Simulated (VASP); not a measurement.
Input of a VASP 6.6.1 run:

Contents of INCAR:

```
SYSTEM = InP
  PREC = Accurate
  ENCUT = 520
  EDIFF = 1E-7
  ISMEAR = 1
  SIGMA = 0.05
  LREAL = .FALSE.
  LASPH = .TRUE.
  NELM = 100
  ALGO = Normal
  ISIF = 2
  LWAVE = .FALSE.
  LCHARG = .FALSE.
  GGA = PE
  NBANDS = 16
```

The input KPOINTS:

```
Automatic mesh
0
G
  6 6 6
  0 0 0
```

Contents of POSCAR:

```
InP
1.0
    0.0000000000      2.9537876370      2.9537876370
    2.9537876370      0.0000000000      2.9537876370
    2.9537876370      2.9537876370      0.0000000000
In P
1 1
Direct
    0.0000000000      0.0000000000      0.0000000000
    0.2500000000      0.2500000000      0.2500000000
```

Potentials or basis: VASP PAW PBE potentials, release 64 (In_d, P).

Command:

```console
$ cat potpaw_PBE.64/In_d/POTCAR potpaw_PBE.64/P/POTCAR > POTCAR
$ mpirun -np 1 vasp_std > vasp.out
```

Question: Predict the band gap on the k mesh.

Answer: 0.58 eV, direct.

Question: Predict the pressure.

Answer: 1.6 GPa.

Caveat: spin-orbit coupling is left out, which moves the levels of the heavy elements. PBE gaps usually lie below the measured ones, often by a third to a half.
